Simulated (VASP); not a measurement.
# MnSb (P6_3/mmc) in VASP: notebook, part 2 of 2

VASP 6.6.1. Earlier steps stand in the parts before.

**5. Single point, revPBE, collinear spin, ferromagnetic start**

This run uses another cell than the first one, of 21.05 Å³/atom, 0.977 times its volume.

The input, INCAR:

```
ALGO = Normal ; EDIFF = 1E-6
ENCUT = 520 ; GGA = RE
ISIF = 2 ; ISMEAR = -1
ISPIN = 2 ; LASPH = True
LCHARG = True ; LELF = True
LMAXMIX = 4 ; LORBIT = 11
LREAL = False ; LVHAR = True
LWAVE = False ; MAGMOM = 0 0 4 4
NBANDS = 30 ; NELM = 150
PREC = Accurate ; SIGMA = 0.05
```

The input, KPOINTS:

```
k-points
0
Gamma
  7 7 5
```

The input, POSCAR:

```
MnSb
1.0
    4.1405386312      0.0000000000      0.0000000000
   -2.0702693156      3.5858116399      0.0000000000
    0.0000000000      0.0000000000      5.6702989483
Sb Mn
2 2
Direct
    0.6666666667      0.3333333333      0.7500000000
    0.3333333333      0.6666666667      0.2500000000
    0.0000000000      0.0000000000      0.5000000000
    0.0000000000      0.0000000000      0.0000000000
```

Potentials or basis: VASP PAW PBE potentials, release 64 (Sb, Mn_pv).

The run is started by

```
$ cat potpaw_PBE.64/Sb/POTCAR potpaw_PBE.64/Mn_pv/POTCAR > POTCAR
$ mpirun -np 1 vasp_std > vasp.out
```

OUTCAR:

```text
EDIFF = 1E-6
   ENCUT = 520
   GGA = RE
   ISIF = 2
   ISMEAR = -1
   ISPIN = 2
   LASPH = True
   LORBIT = 11
   LREAL = False
   NELM = 150
   PREC = Accurate

 ion  position               nearest neighbor table
   1  0.667  0.333  0.750-   3 2.78   4 2.78   3 2.78   4 2.78   3 2.78   4 2.78   2 3.71   2 3.71
                             2 3.71   2 3.71   2 3.71   2 3.71
   2  0.333  0.667  0.250-   3 2.78   4 2.78   3 2.78   4 2.78   3 2.78   4 2.78   1 3.71   1 3.71
                             1 3.71   1 3.71   1 3.71   1 3.71
   3  0.000  0.000  0.500-   1 2.78   2 2.78   2 2.78   1 2.78   1 2.78   2 2.78   4 2.84   4 2.84

   4  0.000  0.000  0.000-   1 2.78   2 2.78   2 2.78   1 2.78   1 2.78   2 2.78   3 2.84   3 2.84

  LATTYP: Found a hexagonal cell.
 ALAT       =     4.1405386312
 C/A-ratio  =     1.3694592548

  Lattice vectors:

 A1 = (   4.1405386312,   0.0000000000,   0.0000000000)
 A2 = (  -2.0702693156,   3.5858116399,   0.0000000000)
 A3 = (   0.0000000000,   0.0000000000,   5.6702989483)

Analysis of symmetry for initial positions (statically):
=====================================================================
 Subroutine PRICEL returns:
 Original cell was already a primitive cell.

 Routine SETGRP: Setting up the symmetry group for a
 hexagonal supercell.

 Subroutine GETGRP returns: Found 24 space group operations
 (whereof 12 operations were pure point group operations)
 out of a pool of 24 trial point group operations.

The static configuration has the point symmetry D_3d.
 The point group associated with its full space group is D_6h.

Analysis of symmetry for dynamics (positions and initial velocities):
=====================================================================
 Subroutine PRICEL returns:
 Original cell was already a primitive cell.

 Routine SETGRP: Setting up the symmetry group for a
 hexagonal supercell.

 Subroutine GETGRP returns: Found 24 space group operations
[... 168 lines left out ...]
  energy without entropy =      -25.10105291  energy(sigma->0) =      -25.11015635

 E-fermi :   8.0391     XC(G=0): -10.6570

 val. band max:        7.9953681764   @ k =   0.0000   0.0000   0.0000
 cond. band min:       8.0485710154   @ k =   0.2857   0.1429   0.2000
 fundamental gap:      0.0532028390
 Fermi energy:         8.0390829649

 spin component 1

 k-point     1 :       0.0000    0.0000    0.0000
  band No.  band energies     occupation
      1     -41.9789      1.00000
      2     -41.9789      1.00000
      3     -41.9696      1.00000
      4     -41.9696      1.00000
      5     -41.7346      1.00000
      6     -41.6370      1.00000
[... 781 lines left out ...]
     29      15.5524      0.00000
     30      15.8266      0.00000
 Fermi energy:         8.0390829649

 spin component 2

 k-point     1 :       0.0000    0.0000    0.0000
  band No.  band energies     occupation
      1     -38.3542      1.00000
      2     -38.3542      1.00000
      3     -38.3430      1.00000
      4     -38.3430      1.00000
      5     -38.3000      1.00000
      6     -38.1850      1.00000
[... 781 lines left out ...]
     29      15.9137      0.00000
     30      16.2248      0.00000

------------------------ aborting loop because EDIFF is reached ----------------------------------------

  FORCE on cell =-STRESS in cart. coord.  units (eV):
  Direction    XX          YY          ZZ          XY          YZ          ZX
  --------------------------------------------------------------------------------------
  -------------------------------------------------------------------------------------
  Total       -0.0474314     -0.0474314     -0.0407238      0.0000000     -0.0000000      0.0000000
  in kB       -0.9026647     -0.9026647     -0.7750126      0.0000000     -0.0000000      0.0000000
  external PRESSURE =      -0.8601140 kB  Pullay stress =       0.0000000 kB

 VOLUME and BASIS-vectors are now :
 -----------------------------------------------------------------------------
  energy-cutoff  :      520.00
  volume of cell :       84.19
      direct lattice vectors                 reciprocal lattice vectors
     4.140538631  0.000000000  0.000000000     0.241514472  0.139438445  0.000000000
    -2.070269316  3.585811640  0.000000000     0.000000000  0.278876890  0.000000000
     0.000000000  0.000000000  5.670298948     0.000000000  0.000000000  0.176357545

 POSITION                                       TOTAL-FORCE (eV/Angst)
 -----------------------------------------------------------------------------------
      2.07027      1.19527      4.25272        -0.000000      0.000000      0.000000
     -0.00000      2.39054      1.41757         0.000000     -0.000000      0.000000
      0.00000      0.00000      2.83515        -0.000000      0.000000      0.000000
      0.00000      0.00000      0.00000         0.000000      0.000000      0.000000
 -----------------------------------------------------------------------------------
    total drift:                                0.000000     -0.000000      0.000000

  FREE ENERGIE OF THE ION-ELECTRON SYSTEM (eV)
  ---------------------------------------------------
  free  energy   TOTEN  =       -25.1192597958 eV

  energy  without entropy=      -25.1010529124  energy(sigma->0) =      -25.11015635

 total charge

# of ion       s       p       d       tot
------------------------------------------
    1        1.134   1.272   0.044   2.450
    2        1.134   1.272   0.044   2.450
    3        0.276   6.217   5.039  11.532
    4        0.276   6.217   5.039  11.532
--------------------------------------------------
tot          2.821  14.978  10.165  27.965

 magnetization (x)

# of ion       s       p       d       tot
------------------------------------------
    1        0.008  -0.148   0.006  -0.134
    2        0.008  -0.148   0.006  -0.134
    3        0.036   0.028   3.303   3.367
    4        0.036   0.028   3.303   3.367
--------------------------------------------------
tot          0.087  -0.239   6.618   6.466
```

OSZICAR:

```text
N       E                     dE             d eps       ncg     rms          rms(c)
DAV:   1     0.321218928337E+03    0.32122E+03   -0.18817E+04  3160   0.121E+03
DAV:   2    -0.943288556001E+01   -0.33065E+03   -0.31660E+03  3020   0.346E+02
DAV:   3    -0.263830640074E+02   -0.16950E+02   -0.16520E+02  3400   0.871E+01
DAV:   4    -0.267085582993E+02   -0.32549E+00   -0.32488E+00  3224   0.118E+01
DAV:   5    -0.267155757609E+02   -0.70175E-02   -0.70172E-02  3324   0.194E+00    0.148E+01
DAV:   6    -0.277473616230E+02   -0.10318E+01   -0.20639E+01  3108   0.455E+01    0.188E+01
DAV:   7    -0.250516407162E+02    0.26957E+01   -0.87267E+00  3140   0.319E+01    0.547E+00
DAV:   8    -0.251191053602E+02   -0.67465E-01   -0.45300E-01  3054   0.401E+00    0.265E+00
DAV:   9    -0.251136638378E+02    0.54415E-02   -0.12989E-01  3126   0.280E+00    0.121E+00
DAV:  10    -0.251177695563E+02   -0.41057E-02   -0.13384E-02  3146   0.815E-01    0.620E-01
DAV:  11    -0.251191402773E+02   -0.13707E-02   -0.36647E-03  3196   0.457E-01    0.213E-01
DAV:  12    -0.251192269886E+02   -0.86711E-04   -0.52507E-04  3208   0.159E-01    0.743E-02
DAV:  13    -0.251192427018E+02   -0.15713E-04   -0.63655E-05  3276   0.535E-02    0.397E-02
DAV:  14    -0.251192595441E+02   -0.16842E-04   -0.32043E-05  3044   0.364E-02    0.134E-02
DAV:  15    -0.251192597958E+02   -0.25171E-06   -0.17739E-06  2790   0.919E-03
   1 F= -.25119260E+02 E0= -.25110156E+02  d E =-.182069E-01  mag=     6.6242
```

Run time: 2 min. Hardware: 1 thread of Intel Xeon Platinum 8488C (Sapphire Rapids), shared host; peak memory 0.28 GiB.

Results:

```
Free energy                                           : -25.1193 eV
Pressure                                              : -0.1 GPa
Net moment                                            : 6.62 μB per cell
Site moments                                          : Sb -0.13; Mn +3.37 μB
Valence electrons inside the program's atomic spheres : Sb 2.45; Mn 11.53
```

Caveat: the PAW data sets were made with another functional, which shifts forces and pressure a little; spin-orbit coupling is left out, which moves the levels of the heavy elements; only a ferromagnetic start was run, and an antiferromagnetic order may lie lower in energy.

**6. Overview**

| level | cell | smearing | gap on the mesh (eV) | pressure (GPa) | moment (μB) |
| --- | --- | --- | --- | --- | --- |
| BLYP | a = 4.150, b = 4.150, c = 5.780 Å, angles 90.0, 90.0, 120.0°, 4 atoms | fermi-dirac 0.05 eV | none | 1.2 | 6.53 |
| PBE | a = 4.150, b = 4.150, c = 5.780 Å, angles 90.0, 90.0, 120.0°, 4 atoms | gaussian 0.012 eV | none | -3.4 | 6.69 |
| BLYP | a = 4.197, b = 4.197, c = 5.774 Å, angles 90.0, 90.0, 120.0°, 4 atoms | fermi-dirac 0.05 eV | none | 0.1 | 6.65 |
| revPBE | a = 4.141, b = 4.141, c = 5.670 Å, angles 90.0, 90.0, 120.0°, 4 atoms | fermi-dirac 0.05 eV | none | -0.1 | 6.62 |

Alike in all rows: task single point; potentials or basis VASP PAW PBE potentials, release 64 (Sb, Mn_pv); spin collinear, ferromagnetic start; k mesh 7 × 7 × 5; cutoff (eV) 520.

Caveats: spin-orbit coupling is left out, which moves the levels of the heavy elements; only a ferromagnetic start was run, and an antiferromagnetic order may lie lower in energy; the PAW data sets were made with another functional, which shifts forces and pressure a little (some runs).

Absolute energies hang on the potentials; compare differences alone.
